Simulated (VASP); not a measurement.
# Ge3S (Pm-3n) in VASP: relaxation of cell and atoms with PBE

Aim: the relaxation of cell and atoms of Ge3S with PBE.

All numbers are computed with VASP 6.6.1; they aren't measurements. Logs are shortened: lines on timing, memory, paths and dates and some standing lists are left out, and cuts for length are marked.

## 1. The cell of the first run

It takes space group Pm-3n (No. 223, cubic). Conventional cell: a = 5.308 Å, b = 5.308 Å, c = 5.308 Å, α = 90.00°, β = 90.00°, γ = 90.00°. Within 3.5 Å of Ge (site symmetry -4m2) lie 10 Ge at 2.65 to 3.25 Å and 4 S at 2.97 Å. S (site symmetry m-3) has 12 Ge at 2.97 Å within 3.9 Å.

The cell was generated, and may not be a known phase.

## 2. Relaxation of cell and atoms, PBE

Input file INCAR:

```
SYSTEM = Ge3S
PREC     = Accurate       ! precision mode
ENCUT    = 600            ! plane-wave cutoff, eV
EDIFF    = 1E-6           ! SCF threshold, eV
ISMEAR   = 0              ! smearing method
SIGMA    = 0.1            ! smearing width, eV
LREAL    = .FALSE.        ! projectors in reciprocal space
LASPH    = .TRUE.         ! aspherical terms in the spheres
NELM     = 100            ! most SCF steps
ALGO     = Normal         ! electronic algorithm
ISIF     = 3              ! what is computed and relaxed
LWAVE    = .FALSE.        ! write WAVECAR
LCHARG   = .FALSE.        ! write CHGCAR
GGA      = PE             ! functional
IBRION   = 2              ! ionic algorithm
NSW      = 100            ! ionic steps
EDIFFG   = -0.01          ! ionic threshold
```

Input file KPOINTS:

```
Automatic mesh
0
G
  8 8 8
  0 0 0
```

Input file POSCAR:

```
Ge3S
1.0
    5.3083904600      0.0000000000      0.0000000000
    0.0000000000      5.3083904600      0.0000000000
    0.0000000000      0.0000000000      5.3083904600
Ge S
6 2
Direct
    0.5000000000      0.2500000000      0.0000000000
    0.5000000000      0.7500000000      0.0000000000
    0.2500000000      0.0000000000      0.5000000000
    0.7500000000      0.0000000000      0.5000000000
    0.0000000000      0.5000000000      0.2500000000
    0.0000000000      0.5000000000      0.7500000000
    0.5000000000      0.5000000000      0.5000000000
    0.0000000000      0.0000000000      0.0000000000
```

Potentials or basis: VASP PAW PBE potentials, release 64 (Ge_d, S).

On the command line:

```bash
cat potpaw_PBE.64/Ge_d/POTCAR potpaw_PBE.64/S/POTCAR > POTCAR
mpirun -np 1 vasp_std > vasp.out
```

OUTCAR:

```text
SYSTEM = Ge3S
   PREC = Accurate
   ENCUT = 600
   EDIFF = 1E-6
   ISMEAR = 0
   LREAL = .FALSE.
   LASPH = .TRUE.
   NELM = 100
   ISIF = 3
   GGA = PE
   IBRION = 2
   NSW = 100
   EDIFFG = -0.01

 ion  position               nearest neighbor table
   1  0.500  0.250  0.000-   2 2.65   2 2.65
   2  0.500  0.750  0.000-   1 2.65   1 2.65
   3  0.250  0.000  0.500-   4 2.65   4 2.65
   4  0.750  0.000  0.500-   3 2.65   3 2.65
   5  0.000  0.500  0.250-   6 2.65   6 2.65
   6  0.000  0.500  0.750-   5 2.65   5 2.65
   7  0.500  0.500  0.500-
   8  0.000  0.000  0.000-

  LATTYP: Found a simple cubic cell.
 ALAT       =     5.3083904600

  Lattice vectors:

 A1 = (   5.3083904600,   0.0000000000,   0.0000000000)
 A2 = (   0.0000000000,   5.3083904600,   0.0000000000)
 A3 = (   0.0000000000,   0.0000000000,   5.3083904600)

Analysis of symmetry for initial positions (statically):
=====================================================================
 Subroutine PRICEL returns:
 Original cell was already a primitive cell.

 Routine SETGRP: Setting up the symmetry group for a
 simple cubic supercell.

 Subroutine GETGRP returns: Found 48 space group operations
 (whereof 24 operations were pure point group operations)
 out of a pool of 48 trial point group operations.

The static configuration has the point symmetry T_h .
 The point group associated with its full space group is O_h .

Analysis of symmetry for dynamics (positions and initial velocities):
=====================================================================
 Subroutine PRICEL returns:
 Original cell was already a primitive cell.

 Routine SETGRP: Setting up the symmetry group for a
 simple cubic supercell.

 Subroutine GETGRP returns: Found 48 space group operations
 (whereof 24 operations were pure point group operations)
 out of a pool of 48 trial point group operations.

The dynamic configuration has the point symmetry T_h .
 The point group associated with its full space group is O_h .

 Subroutine INISYM returns: Found 48 space group operations
 (whereof 24 operations are pure point group operations),
 and found     1 'primitive' translations

----------------------------------------------------------------------------------------

                                     Primitive cell

  volume of cell :     149.5852

  direct lattice vectors                    reciprocal lattice vectors
     5.308390460  0.000000000  0.000000000     0.188381018  0.000000000  0.000000000
     0.000000000  5.308390460  0.000000000     0.000000000  0.188381018  0.000000000
     0.000000000  0.000000000  5.308390460     0.000000000  0.000000000  0.188381018

  length of vectors
     5.308390460  5.308390460  5.308390460     0.188381018  0.188381018  0.188381018

  position of ions in fractional coordinates (direct lattice)
     0.500000000  0.250000000  0.000000000
     0.500000000  0.750000000  0.000000000
     0.250000000  0.000000000  0.500000000
     0.750000000  0.000000000  0.500000000
     0.000000000  0.500000000  0.250000000
     0.000000000  0.500000000  0.750000000
     0.500000000  0.500000000  0.500000000
     0.000000000  0.000000000  0.000000000

  ion indices of the primitive-cell ions
   primitive index   ion index
                 1           1
                 2           2
                 3           3
                 4           4
                 5           5
                 6           6
                 7           7
                 8           8

----------------------------------------------------------------------------------------

 KPOINTS: Automatic mesh

Automatic generation of k-mesh.
 Grid dimensions read from file:
 generate k-points for:    8    8    8

 Generating k-lattice:

  Cartesian coordinates                     Fractional coordinates (reciprocal lattice)
     0.023547627  0.000000000  0.000000000     0.125000000  0.000000000  0.000000000
     0.000000000  0.023547627  0.000000000     0.000000000  0.125000000  0.000000000
     0.000000000  0.000000000  0.023547627     0.000000000  0.000000000  0.125000000

  Length of vectors
     0.023547627  0.023547627  0.023547627

  Shift w.r.t. Gamma in fractional coordinates (k-lattice)
     0.000000000  0.000000000  0.000000000

 Subroutine IBZKPT returns following result:
 ===========================================

 Found     35 irreducible k-points:

 Following reciprocal coordinates:
            Coordinates               Weight
  0.000000  0.000000  0.000000      1.000000
  0.125000  0.000000  0.000000      6.000000
  0.250000  0.000000  0.000000      6.000000
  0.375000  0.000000  0.000000      6.000000
  0.500000  0.000000  0.000000      3.000000
  0.125000  0.125000  0.000000     12.000000
[... 16 lines left out ...]
  0.375000  0.375000  0.125000     24.000000
  0.500000  0.375000  0.125000     24.000000
 [... further k-points ...]
   k-points           NKPTS =     35   k-points in BZ     NKDIM =     35   number of bands    NBANDS=     57
   number of dos      NEDOS =    301   number of ions     NIONS =      8
   total plane-waves  NPLWV =  74088
   dimension x,y,z NGX =    42 NGY =   42 NGZ =   42
   dimension x,y,z NGXF=    84 NGYF=   84 NGZF=   84
   ions per type =               6   2
   NGX,Y,Z   is equivalent  to a cutoff of  13.15, 13.15, 13.15 a.u.
   NGXF,Y,Z  is equivalent  to a cutoff of  26.31, 26.31, 26.31 a.u.
 SYSTEM =  Ge3S
   PREC   = accura    normal or accurate (medium, high low for compatibility)
   ISTART =      0    job   : 0-new  1-cont  2-samecut
   ICHARG =      2    charge: 1-file 2-atom 10-const
   ISPIN  =      1    spin polarized calculation?
   LNONCOLLINEAR =      F non collinear calculations
   LSORBIT =      F    spin-orbit coupling
   LASPH  =      T    aspherical Exc in radial PAW
   ENCUT  =  600.0 eV  44.10 Ry    6.64 a.u.  10.60 10.60 10.60*2*pi/ulx,y,z
   NELM   =    100;   NELMIN=  2; NELMDL= -5     # of ELM steps
   EDIFF  = 0.1E-05   stopping-criterion for ELM
   LREAL  =      F    real-space projection
   EDIFFG = -.1E-01   stopping-criterion for IOM
   NSW    =    100    number of steps for IOM
   IBRION =      2    ionic relax: 0-MD 1-quasi-New 2-CG
   NFREE  =      1    steps in history (QN), initial steepest desc. (CG)
   ISIF   =      3    stress and relaxation
   ISYM   =      2    0-nonsym 1-usesym 2-fastsym
   POTIM  = 0.5000    time-step for ionic-motion
   TEBEG  =    0.0;   TEEND  =   0.0 temperature during run
   PSTRESS=    0.0 pullay stress
   NELECT =      96.0000    total number of electrons
   NUPDOWN=      -1.0000    fix difference up-down
   EMIN   =  10.00;   EMAX   =-10.00  energy-range for DOS
   EFERMI =   0.00;   METHOD = LEGACY
   ISMEAR =     0;   SIGMA  =   0.10  broadening in eV -4-tet -1-fermi 0-gaus
   EFERMI_NEDOS =   21; number of points for ismear=-14 and -15
   IALGO  =     38    algorithm
   IMIX   =      4    mixing-type and parameters
     AMIX     =   0.40;   BMIX     =  1.00
     AMIX_MAG =   1.60;   BMIX_MAG =  1.00
  volume/ion in A,a.u.               =      18.70       126.18
  Fermi-wavevector in a.u.,A,eV,Ry     =   1.412112  2.668504 27.130826  1.994059
  Thomas-Fermi vector in A             =   2.533894
   LORBIT       =      0    0 simple, 1 ext, 2 COOP (PROOUT), +10 PAW based schemes
   GGA     = PE    functional components
   LHFCALC =     F    Hartree Fock is set to
   AEXX    =    0.0000 exact exchange contribution
   IVDW    =     0    specifies the selected vdW correction
   LEPSILON=     F    determine dielectric tensor
   LRPA    =     F    only Hartree local field effects (RPA)
 conjugate gradient relaxation of ions
 non-spin polarized calculation
 Gauss-broadening in eV      SIGMA  =   0.10
  energy-cutoff  :      600.00
  volume of cell :      149.59
 maximum number of plane-waves:      5030
   NGX = 21   NGY = 21   NGZ = 21

--------------------------------------- Ionic step        1  -------------------------------------------

 number of electron      95.9999943 magnetization

 Free energy of the ion-electron system (eV)
  ---------------------------------------------------
  ext. energy  EPLUGINS =         0.00000000
  ---------------------------------------------------
  free energy    TOTEN  =       -31.91536210 eV

  energy without entropy =      -31.89723514  energy(sigma->0) =      -31.90629862

------------------------ aborting loop because EDIFF is reached ----------------------------------------

  FORCE on cell =-STRESS in cart. coord.  units (eV):
  Direction    XX          YY          ZZ          XY          YZ          ZX
  --------------------------------------------------------------------------------------
  -------------------------------------------------------------------------------------
  Total        2.7947527      2.7947527      2.7947527      0.0000000      0.0000000      0.0000000
  in kB       29.9340434     29.9340434     29.9340434      0.0000000      0.0000000      0.0000000
  external PRESSURE =      29.9340434 kB  Pullay stress =       0.0000000 kB
[... 69 lines left out ...]
  energy  without entropy=      -31.9561696415  energy(sigma->0) =      -31.96517723

--------------------------------------- Ionic step        3  -------------------------------------------

 number of electron      95.9999974 magnetization

 Free energy of the ion-electron system (eV)
  ---------------------------------------------------
  ext. energy  EPLUGINS =         0.00000000
  ---------------------------------------------------
  free energy    TOTEN  =       -31.97522001 eV

  energy without entropy =      -31.95733073  energy(sigma->0) =      -31.96627537

 E-fermi :   6.4568     XC(G=0): -10.8627

 val. band max:        6.4403124027   @ k =   0.5000   0.2500   0.0000
 cond. band min:       6.4834589537   @ k =   0.3750   0.2500   0.2500
 fundamental gap:      0.0431465511
 Fermi energy:         6.4567774220

 k-point     1 :       0.0000    0.0000    0.0000
  band No.  band energies     occupation
      1     -18.7278      2.00000
      2     -18.7221      2.00000
      3     -18.7221      2.00000
      4     -18.6699      2.00000
      5     -18.6665      2.00000
      6     -18.6665      2.00000
[... 1429 lines left out ...]
     56       9.0389      0.00000
     57       9.7494      0.00000

 [... further k-points ...]

------------------------ aborting loop because EDIFF is reached ----------------------------------------

  FORCE on cell =-STRESS in cart. coord.  units (eV):
  Direction    XX          YY          ZZ          XY          YZ          ZX
  --------------------------------------------------------------------------------------
  -------------------------------------------------------------------------------------
  Total       -0.0189569     -0.0189569     -0.0189569     -0.0000000      0.0000000      0.0000000
  in kB       -0.1942314     -0.1942314     -0.1942314     -0.0000000      0.0000000      0.0000000
  external PRESSURE =      -0.1942314 kB  Pullay stress =       0.0000000 kB
[... 23 lines left out ...]
  FREE ENERGIE OF THE ION-ELECTRON SYSTEM (eV)
  ---------------------------------------------------
  free  energy   TOTEN  =       -31.9752200148 eV

  energy  without entropy=      -31.9573307265  energy(sigma->0) =      -31.96627537

 reached required accuracy - stopping structural energy minimisation
```

It took 5 min on 1 thread of Intel Xeon 6975P-C (Granite Rapids), shared host; peak memory 0.44 GiB.

What came out:

```
Free energy                           : -31.9752 eV
Relaxed volume                        : 19.55 Å³/atom
Relaxed cell                          : a = 5.387 Å, b = 5.387 Å, c = 5.387 Å, α = 90.00°, β = 90.00°, γ = 90.00°
Space group after relaxing (to 0.1 Å) : Pm-3n (No. 223)
Energy gained by relaxing             : 7.5 meV/atom
Ionic steps                           : 3
Pressure after relaxing               : 0.0 GPa
Band gap on the k mesh                : zero (bands 48 and 49 overlap by 1.81 eV)
```

The path:
| step | energy change (eV) | largest force (eV/Å) | pressure (GPa) | volume (Å³) |
| --- | --- | --- | --- | --- |
| 1 | 0.0000 | 0.0000 | 2.99 | 149.59 |
| 2 | -0.0588 | 0.0000 | -0.32 | 157.28 |
| 3 | -0.0599 | 0.0000 | -0.02 | 156.37 |

Final structure:
```
Ge S
1.0
     5.38748    0.00000    0.00000
     0.00000    5.38748    0.00000
     0.00000    0.00000    5.38748
Ge S
6 2
Direct
  0.50000 0.25000 0.00000
  0.50000 0.75000 0.00000
  0.25000 0.00000 0.50000
  0.75000 0.00000 0.50000
  0.00000 0.50000 0.25000
  0.00000 0.50000 0.75000
  0.50000 0.50000 0.50000
  0.00000 0.00000 0.00000
```

Levels at points of the mesh, in eV from the Fermi level:
| k point | band 46 | band 47 | band 48 | band 49 | band 50 | band 51 |
| --- | --- | --- | --- | --- | --- | --- |
| (0.00, 0.00, 0.00) | -3.51 | -1.37 | -0.56 | -0.56 | -0.56 | 0.43 |
| (0.50, 0.00, 0.00) | -2.03 | -1.15 | -1.15 | 0.60 | 0.60 | 0.74 |
| (0.50, 0.50, 0.00) | -1.15 | -0.73 | -0.73 | 0.25 | 0.25 | 1.60 |
| (0.50, 0.50, 0.50) | -1.49 | 1.25 | 1.25 | 1.25 | 1.25 | 1.25 |

The gap in the log of VASP goes by the Fermi energy; the results here count the filled bands.